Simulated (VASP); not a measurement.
## GaC30 (a cell with a defect) (Ga_C-V_C): single point with PBE

GaC30 (a cell with a defect) (Ga_C-V_C):

```
CELL_PARAMETERS angstrom
-3.57162 3.57162 3.57162
3.57162 -3.57162 3.57162
3.57162 3.57162 -3.57162
ATOMIC_POSITIONS crystal
C 0.00469 0.00627 0.00469
C 0.00469 0.25469 0.75627
C 0.00551 0.50342 0.50431
C 0.00551 0.75431 0.25342
C 0.25671 0.00528 0.75528
C 0.25342 0.25551 0.50431
C 0.25342 0.75431 0.00551
C 0.50396 0.02744 0.50396
C 0.50431 0.25551 0.25342
C 0.50431 0.50342 0.00551
C 0.50396 0.75396 0.77744
C 0.75528 0.00528 0.25671
C 0.75627 0.25469 0.00469
C 0.75528 0.50671 0.75528
C 0.77744 0.75396 0.50396
C 0.00180 0.00337 0.75337
C 0.00278 0.25278 0.50136
C 0.98063 0.50411 0.25411
C 0.00278 0.75136 0.00278
C 0.25375 0.00255 0.50464
C 0.25411 0.23063 0.25411
C 0.25411 0.50411 0.98063
C 0.25375 0.75464 0.75255
C 0.50464 0.00255 0.25375
C 0.50136 0.25278 0.00278
C 0.50464 0.50375 0.75255
C 0.75337 0.00337 0.00180
C 0.75337 0.25180 0.75337
C 0.75255 0.50375 0.50464
C 0.75255 0.75464 0.25375
Ga 0.37904 0.62904 0.37904
```

```
Program             : VASP 6.6.1
Task                : single point
Functional          : PBE
Potentials or basis : VASP PAW PBE potentials, release 64 (C, Ga_d)
Cutoff              : 520 eV
k mesh              : 1 × 1 × 1, shifted
Occupations         : gaussian, width 0.01 eV
Spin                : collinear spin, ferromagnetic start
Fixed moment        : 1 μB
```

```json
{"Largest force": "0.019 eV/Å", "Net moment": "1.00 μB per cell", "Site moments": "C +0.01, +0.06; Ga +0.08 μB", "Valence electrons inside the program's atomic spheres": "C 2.55, 2.54; Ga 11.95"}
```

Forces on the atoms (eV/Å):
```
C    0.003 -0.002  0.003
C    0.003  0.003 -0.002
C    0.007  0.007  0.000
C    0.007  0.000  0.007
C   -0.008 -0.002 -0.002
C    0.007  0.007  0.000
C    0.007  0.000  0.007
C   -0.008  0.015 -0.008
C    0.000  0.007  0.007
C    0.000  0.007  0.007
C   -0.008 -0.008  0.015
C   -0.002 -0.002 -0.008
C   -0.002  0.003  0.003
C   -0.002 -0.008 -0.002
C    0.015 -0.008 -0.008
C    0.004 -0.002 -0.002
C    0.001  0.001  0.006
C   -0.009  0.005  0.005
C    0.001  0.006  0.001
C    0.004 -0.006 -0.008
C    0.005 -0.009  0.005
C    0.005  0.005 -0.009
C    0.004 -0.008 -0.006
C   -0.008 -0.006  0.004
C    0.006  0.001  0.001
C   -0.008  0.004 -0.006
C   -0.002 -0.002  0.004
C   -0.002  0.004 -0.002
C   -0.006  0.004 -0.008
C   -0.006 -0.008  0.004
Ga  -0.005 -0.005 -0.005
```

Run time: 2.3 min on 1 thread of Intel(R) Xeon(R) Platinum 8488C (Sapphire Rapids) (shared host), peak memory 0.39 GiB.

Caveat: the k points lie up to 1.24 Å⁻¹ apart; the cell carries a net charge on a neutralising background, which shifts energy and pressure; the total moment is fixed, so each spin has its own Fermi level.
